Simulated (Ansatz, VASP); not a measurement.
## HfC: VASP beside Ansatz

```
CELL_PARAMETERS angstrom
3.18453 0.00000 0.00000
0.00000 3.18453 0.00000
0.00000 0.00000 3.26317
ATOMIC_POSITIONS crystal
Hf 0.00000 0.00000 0.00000
C 0.50000 0.50000 0.00000
```

Change from the starting cell: ordered vacancies on the cation sites of cuprite (Cmme, No. 67).

Alike in both runs: task relaxation of cell and atoms; functional PBE; k mesh 6 × 6 × 6; occupations gaussian, width 0.1 eV; no spin polarisation.

```csv
,VASP,Ansatz
version,VASP 6.6.1,Ansatz 0.2.0
potentials or method,"VASP PAW PBE potentials, release 64 (Hf_pv, C), cutoff 600 eV","scalar-relativistic, plane waves, PAW"
valence electrons in the cell,14,30
```

```tsv
	VASP	Ansatz	Ansatz less VASP
gap on the k mesh at the Fermi level, each at its own relaxed structure (eV)	none	none	-
relaxed volume (Å³/atom)	16.55	19.41	+2.868
relaxed length of the cell vector where the two differ most in proportion (Å)	3.263	3.921	+0.6575
```

A gap of «none» marks a metal or a gap that the smearing closes. One of these differences is far larger than is usual between the two programs; its cause wasn't traced. VASP's potentials hold 14 valence electrons a cell and Ansatz's 30, so a difference there can come from the potentials and not from the codes.

Neither program's run includes spin-orbit coupling. Noted on VASP's run: the relaxation stopped at its first step, so nothing moved.
